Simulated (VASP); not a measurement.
# Ta in VASP: further runs

Runs on Ta. Level: r2SCAN. Tasks: single point.

Program: VASP 6.6.1. These are calculated values, not measurements. Logs are shortened: lines on timing, memory, paths and dates and some standing lists are left out, and cuts for length are marked.

### 1 The cell of the first run

The cell holds a slab with vacuum, 4 atoms: a = 2.900 Å, b = 2.900 Å, c = 19.749 Å, α = 90.00°, β = 90.00°, γ = 120.00°.

### 2 Single point, r2SCAN

POSCAR

```
Ta
1.0
    2.9003720000      0.0000000000      0.0000000000
   -1.4501860000      2.5117960000      0.0000000000
    0.0000000000      0.0000000000     19.7494110000
Ta
4
Direct
    0.6666666667      0.3333333333      0.4346021762
    0.3333333333      0.6666666667      0.3038065287
    0.6666666667      0.3333333333      0.6961934713
    0.3333333333      0.6666666667      0.5653978238
```

INCAR.step1

```
PREC = Accurate
ENCUT = 520
ISMEAR = -1
SIGMA = 0.15
LREAL = False
LASPH = True
NELM = 100
LDIPOL = True
IDIPOL = 3
DIPOL = 0.5 0.5 0.500
NBANDS = 30
GGA = PE
ALGO = Normal
EDIFF = 1E-4
LWAVE = True
LCHARG = False
```

INCAR.step2

```
PREC = Accurate
ENCUT = 520
EDIFF = 1E-7
ISMEAR = -1
SIGMA = 0.15
LREAL = False
LASPH = True
NELM = 100
ALGO = Normal
ISIF = 2
LWAVE = False
LCHARG = False
LDIPOL = True
IDIPOL = 3
DIPOL = 0.5 0.5 0.500
METAGGA = R2SCAN
LMIXTAU = True
NBANDS = 30
ISTART = 1
```

KPOINTS

```
regular mesh
0
Gamma
  7 7 1
```

Potentials or basis: VASP PAW PBE potentials, release 64 (Ta_pv).

The run is started by

```sh
> cat potpaw_PBE.64/Ta_pv/POTCAR > POTCAR
> cp INCAR.step1 INCAR
> mpirun -np 1 vasp_std > vasp.out
> cp INCAR.step2 INCAR
> mpirun -np 1 vasp_std > vasp.out
```

OUTCAR:

```text
PREC = Accurate
   ENCUT = 520
   EDIFF = 1E-7
   ISMEAR = -1
   LREAL = False
   LASPH = True
   NELM = 100
   ISIF = 2
   METAGGA = R2SCAN
   ISTART = 1

 ion  position               nearest neighbor table
   1  0.667  0.333  0.435-   2 3.08   2 3.08   4 3.08   4 3.08   2 3.08   4 3.08
   2  0.333  0.667  0.304-   1 3.08   1 3.08   1 3.08
   3  0.667  0.333  0.696-   4 3.08   4 3.08   4 3.08
   4  0.333  0.667  0.565-   3 3.08   3 3.08   1 3.08   1 3.08   3 3.08   1 3.08

  LATTYP: Found a hexagonal cell.
 ALAT       =     2.9003720000
 C/A-ratio  =     6.8092682594

  Lattice vectors:

 A1 = (   2.9003720000,   0.0000000000,   0.0000000000)
 A2 = (  -1.4501860000,   2.5117960000,   0.0000000000)
 A3 = (   0.0000000000,   0.0000000000,  19.7494110000)

Analysis of symmetry for initial positions (statically):
=====================================================================
 Subroutine PRICEL returns:
 Original cell was already a primitive cell.

 Routine SETGRP: Setting up the symmetry group for a
 hexagonal supercell.

 Subroutine GETGRP returns: Found 12 space group operations
 (whereof 12 operations were pure point group operations)
 out of a pool of 24 trial point group operations.

The static configuration has the point symmetry D_3d.

Analysis of symmetry for dynamics (positions and initial velocities):
=====================================================================
 Subroutine PRICEL returns:
 Original cell was already a primitive cell.

 Routine SETGRP: Setting up the symmetry group for a
 hexagonal supercell.

 Subroutine GETGRP returns: Found 12 space group operations
 (whereof 12 operations were pure point group operations)
 out of a pool of 24 trial point group operations.

The dynamic configuration has the point symmetry D_3d.

 Subroutine INISYM returns: Found 12 space group operations
 (whereof 12 operations are pure point group operations),
 and found     1 'primitive' translations

----------------------------------------------------------------------------------------

                                     Primitive cell

  volume of cell :     143.8773

  direct lattice vectors                    reciprocal lattice vectors
     2.900372000  0.000000000  0.000000000     0.344783359  0.199060752  0.000000000
    -1.450186000  2.511796000  0.000000000     0.000000000  0.398121503  0.000000000
     0.000000000  0.000000000 19.749411000     0.000000000  0.000000000  0.050634421

  length of vectors
     2.900372000  2.900372145 19.749411000     0.398121523  0.398121503  0.050634421

  position of ions in fractional coordinates (direct lattice)
     0.666666667  0.333333333  0.434602176
     0.333333333  0.666666667  0.303806529
     0.666666667  0.333333333  0.696193471
     0.333333333  0.666666667  0.565397824

  ion indices of the primitive-cell ions
   primitive index   ion index
                 1           1
                 2           2
                 3           3
                 4           4

----------------------------------------------------------------------------------------

 KPOINTS: regular mesh

Automatic generation of k-mesh.
 Grid dimensions read from file:
 generate k-points for:    7    7    1

 Generating k-lattice:

  Cartesian coordinates                     Fractional coordinates (reciprocal lattice)
     0.049254766  0.028437250  0.000000000     0.142857143  0.000000000  0.000000000
     0.000000000  0.056874500  0.000000000     0.000000000  0.142857143  0.000000000
     0.000000000  0.000000000  0.050634421     0.000000000  0.000000000  1.000000000

  Length of vectors
     0.056874503  0.056874500  0.050634421

  Shift w.r.t. Gamma in fractional coordinates (k-lattice)
     0.000000000  0.000000000  0.000000000

 Subroutine IBZKPT returns following result:
 ===========================================

 Found      8 irreducible k-points:

 Following reciprocal coordinates:
            Coordinates               Weight
  0.000000  0.000000  0.000000      1.000000
  0.142857 -0.000000  0.000000      6.000000
  0.285714 -0.000000  0.000000      6.000000
  0.428571 -0.000000  0.000000      6.000000
  0.142857  0.142857  0.000000      6.000000
  0.285714  0.142857  0.000000     12.000000
  0.428571  0.142857  0.000000      6.000000
  0.285714  0.285714  0.000000      6.000000
   k-points           NKPTS =      8   k-points in BZ     NKDIM =      8   number of bands    NBANDS=     30
   number of dos      NEDOS =    301   number of ions     NIONS =      4
   total plane-waves  NPLWV =  86400
   dimension x,y,z NGX =    24 NGY =   24 NGZ =  150
   dimension x,y,z NGXF=    48 NGYF=   48 NGZF=  300
   ions per type =               4
   NGX,Y,Z   is equivalent  to a cutoff of  13.76, 13.76, 12.63 a.u.
   NGXF,Y,Z  is equivalent  to a cutoff of  27.51, 27.51, 25.25 a.u.
 SYSTEM =  unknown system
   PREC   = accura    normal or accurate (medium, high low for compatibility)
   ISTART =      1    job   : 0-new  1-cont  2-samecut
   ICHARG =      0    charge: 1-file 2-atom 10-const
   ISPIN  =      1    spin polarized calculation?
   LNONCOLLINEAR =      F non collinear calculations
   LSORBIT =      F    spin-orbit coupling
   LASPH  =      T    aspherical Exc in radial PAW
   ENCUT  =  520.0 eV  38.22 Ry    6.18 a.u.   5.39  5.39 36.72*2*pi/ulx,y,z
   NELM   =    100;   NELMIN=  2; NELMDL=  0     # of ELM steps
   EDIFF  = 0.1E-06   stopping-criterion for ELM
   LREAL  =      F    real-space projection
   EDIFFG = 0.1E-05   stopping-criterion for IOM
   NSW    =      0    number of steps for IOM
   IBRION =     -1    ionic relax: 0-MD 1-quasi-New 2-CG
   NFREE  =      0    steps in history (QN), initial steepest desc. (CG)
   ISIF   =      2    stress and relaxation
   ISYM   =      2    0-nonsym 1-usesym 2-fastsym
   POTIM  = 0.5000    time-step for ionic-motion
   TEBEG  =    0.0;   TEEND  =   0.0 temperature during run
   PSTRESS=    0.0 pullay stress
   NELECT =      44.0000    total number of electrons
   NUPDOWN=      -1.0000    fix difference up-down
   EMIN   =  10.00;   EMAX   =-10.00  energy-range for DOS
   EFERMI =   0.00;   METHOD = LEGACY
   ISMEAR =    -1;   SIGMA  =   0.15  broadening in eV -4-tet -1-fermi 0-gaus
   EFERMI_NEDOS =   21; number of points for ismear=-14 and -15
   IALGO  =     38    algorithm
   IMIX   =      4    mixing-type and parameters
     AMIX     =   0.40;   BMIX     =  1.00
     AMIX_MAG =   1.60;   BMIX_MAG =  1.00
  volume/ion in A,a.u.               =      35.97       242.73
  Fermi-wavevector in a.u.,A,eV,Ry     =   1.102965  2.084301 16.551914  1.216531
  Thomas-Fermi vector in A             =   2.239416
   LORBIT       =      0    0 simple, 1 ext, 2 COOP (PROOUT), +10 PAW based schemes
   METAGGA = R2SCAN    functional components
   LHFCALC =     F    Hartree Fock is set to
   AEXX    =    0.0000 exact exchange contribution
   IVDW    =     0    specifies the selected vdW correction
   LEPSILON=     F    determine dielectric tensor
   LRPA    =     F    only Hartree local field effects (RPA)
 non-spin polarized calculation
  energy-cutoff  :      520.00
  volume of cell :      143.88
 maximum number of plane-waves:      3973
 NGX is ok and might be reduce to    24
   NGX = 11   NGY = 11   NGZ = 73

 dipolmoment           0.000000      0.000000      0.000000 electrons x Angstroem

 number of electron      44.0000002 magnetization

 dipolmoment           0.000000      0.000000     -0.000000 electrons x Angstroem

 Free energy of the ion-electron system (eV)
  ---------------------------------------------------
  ext. energy  EPLUGINS =         0.00000000
  ---------------------------------------------------
  free energy    TOTEN  =      -191.09471853 eV

  energy without entropy =     -190.59861828  energy(sigma->0) =     -190.84666840

 E-fermi :   0.5473     XC(G=0):  -7.9930

 val. band max:        0.4787762989   @ k =   0.0000   0.0000   0.0000
 cond. band min:       0.5626658200   @ k =   0.2857   0.2857   0.0000
 fundamental gap:      0.0838895211
 Fermi energy:         0.5472913304

 k-point     1 :       0.0000    0.0000    0.0000
  band No.  band energies     occupation
      1     -35.2109      2.00000
      2     -35.0833      2.00000
      3     -34.7945      2.00000
      4     -34.4953      2.00000
      5     -34.2938      2.00000
      6     -34.2938      2.00000
[... 22 lines left out ...]
     29       1.7752      0.00056
     30       4.1431      0.00000

 k-point     2 :       0.1429   -0.0000    0.0000
  band No.  band energies     occupation
      1     -35.1554      2.00000
      2     -35.0501      2.00000
      3     -34.7913      2.00000
      4     -34.5406      2.00000
      5     -34.4919      2.00000
      6     -34.4780      2.00000
[... 22 lines left out ...]
     29       2.4983      0.00000
     30       3.3392      0.00000

 k-point     3 :       0.2857   -0.0000    0.0000
  band No.  band energies     occupation
      1     -35.0501      2.00000
      2     -35.0377      2.00000
      3     -34.9770      2.00000
      4     -34.9532      2.00000
      5     -34.8828      2.00000
      6     -34.8102      2.00000
[... 22 lines left out ...]
     29       3.8894      0.00000
     30       4.3339      0.00000

 k-point     4 :       0.4286   -0.0000    0.0000
  band No.  band energies     occupation
      1     -35.3223      2.00000
      2     -35.3099      2.00000
      3     -35.2869      2.00000
      4     -35.2166      2.00000
      5     -34.8710      2.00000
      6     -34.8257      2.00000
[... 22 lines left out ...]
     29       4.4202      0.00000
     30       5.7708      0.00000

 k-point     5 :       0.1429    0.1429    0.0000
  band No.  band energies     occupation
      1     -35.0642      2.00000
      2     -35.0132      2.00000
      3     -34.8654      2.00000
      4     -34.8060      2.00000
      5     -34.7675      2.00000
      6     -34.7116      2.00000
[... 22 lines left out ...]
     29       3.4160      0.00000
     30       3.8390      0.00000

 k-point     6 :       0.2857    0.1429    0.0000
  band No.  band energies     occupation
      1     -35.1666      2.00000
      2     -35.1467      2.00000
      3     -35.1407      2.00000
      4     -35.0831      2.00000
      5     -34.9002      2.00000
      6     -34.8323      2.00000
[... 22 lines left out ...]
     29       3.4830      0.00000
     30       5.0079      0.00000

 k-point     7 :       0.4286    0.1429    0.0000
  band No.  band energies     occupation
      1     -35.3050      2.00000
      2     -35.2951      2.00000
      3     -35.2691      2.00000
      4     -35.2015      2.00000
      5     -34.8328      2.00000
      6     -34.8171      2.00000
[... 22 lines left out ...]
     29       4.5361      0.00000
     30       4.9627      0.00000

 k-point     8 :       0.2857    0.2857    0.0000
  band No.  band energies     occupation
      1     -35.1622      2.00000
      2     -35.1539      2.00000
      3     -35.1341      2.00000
      4     -35.0944      2.00000
      5     -34.8968      2.00000
      6     -34.8957      2.00000
[... 22 lines left out ...]
     29       4.0417      0.00000
     30       4.2830      0.00000

------------------------ aborting loop because EDIFF is reached ----------------------------------------

 vacuum level on the upper side and lower side of the slab       (xc-potential included)        -0.135        -0.135

  FORCE on cell =-STRESS in cart. coord.  units (eV):
  Direction    XX          YY          ZZ          XY          YZ          ZX
  --------------------------------------------------------------------------------------
  -------------------------------------------------------------------------------------
  Total       -3.0123627     -3.0123631     -3.2658364      0.0000000     -0.0000000     -0.0000000
  in kB      -33.5448321    -33.5448366    -36.3674446      0.0000000     -0.0000000     -0.0000000
  external PRESSURE =     -34.4857044 kB  Pullay stress =       0.0000000 kB

 VOLUME and BASIS-vectors are now :
 -----------------------------------------------------------------------------
  energy-cutoff  :      520.00
  volume of cell :      143.88
      direct lattice vectors                 reciprocal lattice vectors
     2.900372000  0.000000000  0.000000000     0.344783359  0.199060752  0.000000000
    -1.450186000  2.511796000  0.000000000     0.000000000  0.398121503  0.000000000
     0.000000000  0.000000000 19.749411000     0.000000000  0.000000000  0.050634421

 POSITION                                       TOTAL-FORCE (eV/Angst)
 -----------------------------------------------------------------------------------
      1.45019      0.83727      8.58314         0.000000      0.000000     -0.330606
     -0.00000      1.67453      6.00000         0.000000      0.000000      0.530007
      1.45019      0.83727     13.74941        -0.000000     -0.000000     -0.530007
     -0.00000      1.67453     11.16627         0.000000      0.000000      0.330606
 -----------------------------------------------------------------------------------
    total drift:                                0.000000     -0.000000     -0.000000

  FREE ENERGIE OF THE ION-ELECTRON SYSTEM (eV)
  ---------------------------------------------------
  free  energy   TOTEN  =      -191.0947185281 eV

  energy  without entropy=     -190.5986182784  energy(sigma->0) =     -190.84666840

 vacuum level on the upper side and lower side of the slab         5.434         5.434
```

It took 2.2 min on 1 thread of Intel Xeon 6975P-C (Granite Rapids), shared host; peak memory 0.31 GiB.

Results:

| Quantity | Value |
| --- | --- |
| Free energy | -191.0947 eV |
| Largest force | 0.530 eV/Å |
| Band gap on the k mesh | zero (band 22 reaches 1.29 eV, above the bottom of band 23 at 0.36 eV) |

Forces on the atoms (eV/Å):
```
Ta   0.000  0.000 -0.331
Ta   0.000  0.000  0.530
Ta   0.000  0.000 -0.530
Ta   0.000  0.000  0.331
```

Caveat: the PAW data sets were made with another functional, which shifts forces and pressure a little; spin-orbit coupling is left out, which moves the levels of the heavy elements.

### 3 Single point, r2SCAN

POSCAR is that of step 2.

INCAR.step1

```
PREC = Accurate
ENCUT = 520
ISMEAR = -1
SIGMA = 0.15
LREAL = F
LASPH = T
NELM = 80
LDIPOL = T
IDIPOL = 3
DIPOL = 0.5 0.5 0.500
NBANDS = 30
EFIELD = -0.1
GGA = PE
ALGO = Normal
EDIFF = 1E-4
LWAVE = T
LCHARG = F
```

INCAR.step2

```
PREC = Accurate
ENCUT = 520
EDIFF = 1E-7
ISMEAR = -1
SIGMA = 0.15
LREAL = F
LASPH = T
NELM = 80
ALGO = Normal
ISIF = 2
LWAVE = F
LCHARG = F
LDIPOL = T
IDIPOL = 3
DIPOL = 0.5 0.5 0.500
METAGGA = R2SCAN
LMIXTAU = T
NBANDS = 30
EFIELD = -0.1
ISTART = 1
```

KPOINTS

```
Automatic mesh
0
Gamma
  7 7 1
```

Potentials or basis: VASP PAW PBE potentials, release 64 (Ta_pv).

The run is started by

```sh
> cat potpaw_PBE.64/Ta_pv/POTCAR > POTCAR
> cp INCAR.step1 INCAR
> mpirun -np 1 vasp_std > vasp.out
> cp INCAR.step2 INCAR
> mpirun -np 1 vasp_std > vasp.out
```

It took 2.6 min on 1 thread of Intel Xeon 6975P-C (Granite Rapids), shared host; peak memory 0.31 GiB.

The run converged. Its results:

```
Free energy            : -191.0972 eV
Largest force          : 0.533 eV/Å
Band gap on the k mesh : zero (band 22 reaches 1.29 eV, above the bottom of band 23 at 0.36 eV)
```

Forces on the atoms (eV/Å):
```
Ta   0.000  0.000 -0.328
Ta   0.000  0.000  0.527
Ta   0.000  0.000 -0.533
Ta   0.000  0.000  0.333
```

Levels at points of the mesh, in eV from the Fermi level:
```csv
k point,band 19,band 20,band 21,band 22,band 23,band 24
"(0.00, 0.00, 0.00)",-0.68,-0.07,0.15,0.74,0.74,0.83
```

Caveat: the PAW data sets were made with another functional, which shifts forces and pressure a little; spin-orbit coupling is left out, which moves the levels of the heavy elements.
